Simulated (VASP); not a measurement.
The system is Al2Cu.

```
CELL_PARAMETERS angstrom
-2.04463 2.04463 2.89123
2.04463 -2.04463 2.89123
2.04463 2.04463 -2.89123
ATOMIC_POSITIONS crystal
Al 0.75000 0.25000 0.50000
Al 0.25000 0.75000 0.50000
Cu 0.50000 0.50000 0.00000
```

| Item | Value |
| --- | --- |
| Program | VASP 6.6.1 |
| Task | relaxation of cell and atoms |
| Functional | PBEsol |
| Potentials or basis | VASP PAW PBE potentials, release 64 (Al, Cu) |
| Cutoff | 600 eV |
| k mesh | 14 × 14 × 14 |
| Occupations | gaussian, width 0.1 eV |
| Spin | no spin polarisation |

At the start: pressure -2.5 GPa; volume 16.12 Å³/atom.

Problem. Where does the relaxation end?

Solution. Over 7 steps the energy falls by 3.6 meV/atom and the volume is 15.69 Å³/atom (-2.6 %); space group Fm-3m (No. 225, to 0.05 Å).

The path:
```csv
step,energy change (eV),largest force (eV/Å),pressure (GPa),volume (Å³)
1,0.0000,0.0000,-2.54,48.35
2,-0.0090,0.0000,0.93,46.58
3,-0.0107,0.0000,-0.13,47.04
4,-0.0107,0.0000,0.31,46.98
5,-0.0107,0.0000,0.13,47.02
6,-0.0107,0.0000,-0.13,47.10
7,-0.0107,0.0000,-0.02,47.07
```

Final structure:
```
Al Cu
1.0
    -2.02638    2.02638    2.86559
     2.02638   -2.02638    2.86559
     2.02638    2.02638   -2.86559
Al Cu
2 1
Direct
  0.75000 0.25000 0.50000
  0.25000 0.75000 0.50000
  0.50000 0.50000 0.00000
```

Caveat: the PAW data sets were made with another functional, which shifts forces and pressure a little.
